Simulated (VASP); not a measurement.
Runs of VASP 6.6.1 on BaBe5H10. The cells are those of the table. 

```tsv
task	cell	k mesh	cutoff (eV)	smearing	gap on the mesh (eV)	pressure (GPa)	largest force (eV/Å)
single point	a = 4.274, b = 4.775, c = 8.266 Å, angles 95.5, 96.7, 90.7°, 16 atoms	4 × 4 × 2	520	gaussian 0.1 eV	2.47	0.2	0.04
relaxation of cell and atoms	relaxed from a = 4.491, b = 4.999, c = 6.849 Å, angles 89.2, 100.7, 90.1°, 16 atoms	4 × 4 × 2	600	gaussian 0.1 eV	0.80	0.0	0.02
single point	a = 4.275, b = 4.779, c = 8.253 Å, angles 95.6, 96.4, 90.8°, 16 atoms	6 × 6 × 4	520	gaussian 0.02 eV	2.40	0.2	(a)
single point	a = 4.274, b = 4.775, c = 8.266 Å, angles 84.5, 96.7, 89.3°, 16 atoms	4 × 4 × 2	520	gaussian 0.1 eV	2.47	0.2	0.04
```

Alike in all rows: level PBE; potentials or basis VASP PAW PBE potentials, release 64 (Ba_sv, Be, H); no spin polarisation.

Fill in the values left out.

(a) 0.03.

Caveats: some runs use coarse meshes; spin-orbit coupling is left out, which moves the levels of the heavy elements.

A k mesh can miss the band edges, and the runs leave out spin-orbit coupling on Ba.
